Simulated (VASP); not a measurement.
# Se (P6/mmm) in VASP: notebook

Se is run at these levels: PBE; tasks: single point, relaxation of cell and atoms.

Program: VASP 6.6.1. These are calculated values, not measurements. Logs are shortened: lines on timing, memory, paths and dates and some standing lists are left out, and cuts for length are marked.

## 1. The cell of the first run

It takes space group P6/mmm (No. 191, hexagonal). The conventional cell has a = 5.201 Å, b = 5.201 Å, c = 2.694 Å, α = 90.00°, β = 90.00°, γ = 120.00°. Se (site symmetry 6/mmm) has 14 Se at 2.69 to 3.29 Å within 3.6 Å. Within 3.6 Å of Se (site symmetry -6m2) lie 11 Se at 2.69 to 3.29 Å.

This isn't the form of Se at room conditions, which is trigonal, of chains.

## 2. Single point, PBE

Contents of INCAR:

```
PREC = Accurate
ENCUT = 520
EDIFF = 1E-6
ISMEAR = -1
SIGMA = 0.08
LREAL = False
LASPH = True
NELM = 80
ALGO = Normal
ISIF = 2
LWAVE = False
LCHARG = False
GGA = PE
NBANDS = 16
```

Contents of KPOINTS:

```
regular mesh
0
Gamma
  8 8 11
```

Contents of POSCAR:

```
Se
1.0
    5.2014240416      0.0000000000      0.0000000000
   -2.6007120208      4.5045653558      0.0000000000
    0.0000000000      0.0000000000      2.6935434335
Se
3
Direct
    0.0000000000      0.0000000000      0.0000000000
    0.3333333333      0.6666666667      0.5000000000
    0.6666666667      0.3333333333      0.5000000000
```

Potentials or basis: VASP PAW PBE potentials, release 64 (Se).

The run is started by

```
> cat potpaw_PBE.64/Se/POTCAR > POTCAR
> mpirun -np 1 vasp_std > vasp.out
```

OUTCAR:

```text
PREC = Accurate
   ENCUT = 520
   EDIFF = 1E-6
   ISMEAR = -1
   LREAL = False
   LASPH = True
   NELM = 80
   ISIF = 2
   GGA = PE

 ion  position               nearest neighbor table
   1  0.000  0.000  0.000-
   2  0.333  0.667  0.500-
   3  0.667  0.333  0.500-

  LATTYP: Found a hexagonal cell.
 ALAT       =     5.2014240416
 C/A-ratio  =     0.5178473072

  Lattice vectors:

 A1 = (   5.2014240416,   0.0000000000,   0.0000000000)
 A2 = (  -2.6007120208,   4.5045653558,   0.0000000000)
 A3 = (   0.0000000000,   0.0000000000,   2.6935434335)

Analysis of symmetry for initial positions (statically):
=====================================================================
 Subroutine PRICEL returns:
 Original cell was already a primitive cell.

 Routine SETGRP: Setting up the symmetry group for a
 hexagonal supercell.

 Subroutine GETGRP returns: Found 24 space group operations
 (whereof 24 operations were pure point group operations)
 out of a pool of 24 trial point group operations.

The static configuration has the point symmetry D_6h.

Analysis of symmetry for dynamics (positions and initial velocities):
=====================================================================
 Subroutine PRICEL returns:
 Original cell was already a primitive cell.

 Routine SETGRP: Setting up the symmetry group for a
 hexagonal supercell.

 Subroutine GETGRP returns: Found 24 space group operations
 (whereof 24 operations were pure point group operations)
 out of a pool of 24 trial point group operations.

The dynamic configuration has the point symmetry D_6h.

 Subroutine INISYM returns: Found 24 space group operations
 (whereof 24 operations are pure point group operations),
 and found     1 'primitive' translations

----------------------------------------------------------------------------------------

                                     Primitive cell

  volume of cell :      63.1101

  direct lattice vectors                    reciprocal lattice vectors
     5.201424042  0.000000000  0.000000000     0.192255042  0.110998501  0.000000000
    -2.600712021  4.504565356  0.000000000     0.000000000  0.221997001  0.000000000
     0.000000000  0.000000000  2.693543433     0.000000000  0.000000000  0.371258168

  length of vectors
     5.201424042  5.201424042  2.693543433     0.221997001  0.221997001  0.371258168

  position of ions in fractional coordinates (direct lattice)
[... 73 lines left out ...]
   ISTART =      0    job   : 0-new  1-cont  2-samecut
   ICHARG =      2    charge: 1-file 2-atom 10-const
   ISPIN  =      1    spin polarized calculation?
   LNONCOLLINEAR =      F non collinear calculations
   LSORBIT =      F    spin-orbit coupling
   LASPH  =      T    aspherical Exc in radial PAW
   ENCUT  =  520.0 eV  38.22 Ry    6.18 a.u.   9.67  9.67  5.01*2*pi/ulx,y,z
   NELM   =     80;   NELMIN=  2; NELMDL= -5     # of ELM steps
   EDIFF  = 0.1E-05   stopping-criterion for ELM
   LREAL  =      F    real-space projection
[... 7 lines left out ...]
   TEBEG  =    0.0;   TEEND  =   0.0 temperature during run
   PSTRESS=    0.0 pullay stress
   NELECT =      18.0000    total number of electrons
   NUPDOWN=      -1.0000    fix difference up-down
   EMIN   =  10.00;   EMAX   =-10.00  energy-range for DOS
   EFERMI =   0.00;   METHOD = LEGACY
   ISMEAR =    -1;   SIGMA  =   0.08  broadening in eV -4-tet -1-fermi 0-gaus
   EFERMI_NEDOS =   21; number of points for ismear=-14 and -15
   IALGO  =     38    algorithm
   IMIX   =      4    mixing-type and parameters
     AMIX     =   0.40;   BMIX     =  1.00
     AMIX_MAG =   1.60;   BMIX_MAG =  1.00
  volume/ion in A,a.u.               =      21.04       141.96
  Fermi-wavevector in a.u.,A,eV,Ry     =   1.077621  2.036408 15.799990  1.161267
  Thomas-Fermi vector in A             =   2.213537
   LORBIT       =      0    0 simple, 1 ext, 2 COOP (PROOUT), +10 PAW based schemes
   GGA     = PE    functional components
   LHFCALC =     F    Hartree Fock is set to
   AEXX    =    0.0000 exact exchange contribution
   IVDW    =     0    specifies the selected vdW correction
   LEPSILON=     F    determine dielectric tensor
   LRPA    =     F    only Hartree local field effects (RPA)
 non-spin polarized calculation
  energy-cutoff  :      520.00
  volume of cell :       63.11
 maximum number of plane-waves:      1732
 NGX is ok and might be reduce to    40
   NGX = 19   NGY = 19   NGZ = 11

 number of electron      17.9999999 magnetization

 Free energy of the ion-electron system (eV)
  ---------------------------------------------------
  ext. energy  EPLUGINS =         0.00000000
  ---------------------------------------------------
  free energy    TOTEN  =        -8.80664039 eV

  energy without entropy =       -8.75551858  energy(sigma->0) =       -8.78107948

 E-fermi :   5.0504     XC(G=0): -10.4016

 val. band max:        5.0347607729   @ k =   0.3750   0.0000   0.3636
 cond. band min:       5.0522517263   @ k =   0.5000   0.0000   0.4545
 fundamental gap:      0.0174909534
 Fermi energy:         5.0503904257

 k-point     1 :       0.0000    0.0000    0.0000
  band No.  band energies     occupation
      1     -10.9100      2.00000
      2      -8.0819      2.00000
      3      -7.8947      2.00000
      4       0.0618      2.00000
      5       0.0618      2.00000
      6       0.4091      2.00000
[... 433 lines left out ...]
      3      -7.7800      2.00000
      4      -0.6871      2.00000
      5       1.1168      2.00000
      6       3.5515      2.00000
[... 8 lines left out ...]
     15      15.2988      0.00000
     16      15.7646      0.00000

 [... further k-points ...]

------------------------ aborting loop because EDIFF is reached ----------------------------------------

  FORCE on cell =-STRESS in cart. coord.  units (eV):
  Direction    XX          YY          ZZ          XY          YZ          ZX
  --------------------------------------------------------------------------------------
  -------------------------------------------------------------------------------------
  Total        0.0109021      0.0109021      0.0076348      0.0000000      0.0000000      0.0000000
  in kB        0.2767718      0.2767718      0.1938257      0.0000000      0.0000000      0.0000000
  external PRESSURE =       0.2491231 kB  Pullay stress =       0.0000000 kB

 VOLUME and BASIS-vectors are now :
 -----------------------------------------------------------------------------
  energy-cutoff  :      520.00
  volume of cell :       63.11
      direct lattice vectors                 reciprocal lattice vectors
     5.201424042  0.000000000  0.000000000     0.192255042  0.110998501  0.000000000
    -2.600712021  4.504565356  0.000000000     0.000000000  0.221997001  0.000000000
     0.000000000  0.000000000  2.693543433     0.000000000  0.000000000  0.371258168

 POSITION                                       TOTAL-FORCE (eV/Angst)
 -----------------------------------------------------------------------------------
      0.00000      0.00000      0.00000         0.000000      0.000000      0.000000
     -0.00000      3.00304      1.34677         0.000000      0.000000      0.000000
      2.60071      1.50152      1.34677        -0.000000     -0.000000      0.000000
 -----------------------------------------------------------------------------------
    total drift:                                0.000000     -0.000000      0.000000

  FREE ENERGIE OF THE ION-ELECTRON SYSTEM (eV)
  ---------------------------------------------------
  free  energy   TOTEN  =        -8.8066403865 eV

  energy  without entropy=       -8.7555185821  energy(sigma->0) =       -8.78107948
```

OSZICAR:

```text
N       E                     dE             d eps       ncg     rms          rms(c)
DAV:   1     0.718013160338E+02    0.71801E+02   -0.78274E+03  1920   0.980E+02
DAV:   2    -0.505501439265E+01   -0.76856E+02   -0.73395E+02  2584   0.157E+02
DAV:   3    -0.883830531153E+01   -0.37833E+01   -0.37640E+01  2408   0.363E+01
DAV:   4    -0.885594188483E+01   -0.17637E-01   -0.17634E-01  2560   0.301E+00
DAV:   5    -0.885601178188E+01   -0.69897E-04   -0.69896E-04  2416   0.187E-01    0.541E+00
DAV:   6    -0.881405355603E+01    0.41958E-01   -0.30768E-01  2520   0.247E+00    0.326E+00
DAV:   7    -0.880709015858E+01    0.69634E-02   -0.85650E-02  2344   0.141E+00    0.191E+00
DAV:   8    -0.880668562208E+01    0.40454E-03   -0.17209E-02  2376   0.777E-01    0.124E-01
DAV:   9    -0.880666178277E+01    0.23839E-04   -0.10155E-03  2416   0.172E-01    0.791E-02
DAV:  10    -0.880664992542E+01    0.11857E-04   -0.31415E-04  2352   0.940E-02    0.271E-02
DAV:  11    -0.880664027364E+01    0.96518E-05   -0.25761E-05  2360   0.272E-02    0.563E-03
DAV:  12    -0.880664038654E+01   -0.11290E-06   -0.14742E-06  2064   0.710E-03
   1 F= -.88066404E+01 E0= -.87810795E+01  d E =-.511218E-01
```

Wall time 42 s (1 thread of Intel Xeon Platinum 8259CL at 2.50GHz (Skylake/Cascade Lake), shared host); peak memory 0.2 GiB.

Results:

```yaml
Free_energy: -8.8066 eV
Pressure: 0.0 GPa
Band_gap_on_the_k_mesh: zero (bands 9 and 10 overlap by 4.11 eV)
```

## 3. Single point, PBE

Contents of INCAR:

```
SYSTEM = Se
PREC = Accurate ; ENCUT = 520
EDIFF = 1E-6 ; ISMEAR = -1
SIGMA = 0.08 ; LREAL = .FALSE.
LASPH = .TRUE. ; NELM = 80
ALGO = Normal ; ISIF = 2
LWAVE = .FALSE. ; LCHARG = .FALSE.
GGA = PE ; NBANDS = 16
```

Contents of KPOINTS:

```
Automatic mesh
0
G
  8 8 11
  0 0 0
```

POSCAR is that of step 2.

Potentials or basis: VASP PAW PBE potentials, release 64 (Se).

The run is started by

```
> cat potpaw_PBE.64/Se/POTCAR > POTCAR
> mpirun -np 1 vasp_std > vasp.out
```

Wall time 39 s (1 thread of Intel Xeon Platinum 8259CL at 2.50GHz (Skylake/Cascade Lake), shared host); peak memory 0.2 GiB.

Results (log left out):

```
Free energy            : -8.8066 eV
Pressure               : 0.0 GPa
Band gap on the k mesh : zero (bands 9 and 10 overlap by 4.11 eV)
```

Levels at points of the mesh, in eV from the Fermi level:
```tsv
k point	band 6	band 7	band 8	band 9	band 10	band 11	band 12	band 13
(0.00, 0.00, 0.00)	-4.64	-4.64	1.77	1.77	2.80	4.65	4.91	8.60
(0.50, 0.00, 0.00)	-3.14	-0.70	-0.65	-0.28	3.66	3.85	4.56	6.28
```

[end of part 1 of 2]
